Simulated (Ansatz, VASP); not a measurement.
**Cu in VASP and in Ansatz**

```
Cu
1.0
     2.29513    0.00000    0.00000
    -1.14756    1.98764    0.00000
     0.00000    0.00000   22.60390
Cu
6
Direct
  0.00000 0.00000 0.37383
  0.66667 0.33333 0.29000
  0.33333 0.66667 0.45793
  0.00000 0.00000 0.62617
  0.66667 0.33333 0.54207
  0.33333 0.66667 0.71000
```

Change from the starting cell: strain -0.080 along x and y, -0.080 along z, atoms carried along.

Alike in both runs: task single point; functional PBEsol; k mesh 24 × 24 × 2; occupations gaussian, width 0.15 eV; no spin polarisation.

```csv
,VASP,Ansatz
version,VASP 6.6.1,Ansatz 0.2.0
potentials or method,"VASP PAW PBE potentials, release 64 (Cu), cutoff 520 eV","scalar-relativistic, plane waves, PAW"
valence electrons in the cell,66,114
```

```csv
,VASP,Ansatz,Ansatz less VASP
gap on the k mesh at the Fermi level (eV),none,none,-
rms of the force components (eV/Å),0.746,0.735,-0.0114
```

VASP's potentials were made for PBE, not for PBEsol. Atom by atom the forces differ by 0.012 eV/Å (rms over components). A gap of «none» marks a metal or a gap that the smearing closes. With one functional, cell and mesh, what is left measures potentials, basis and numerics. VASP's potentials hold 66 valence electrons a cell and Ansatz's 114, so a difference there can come from the potentials and not from the codes.
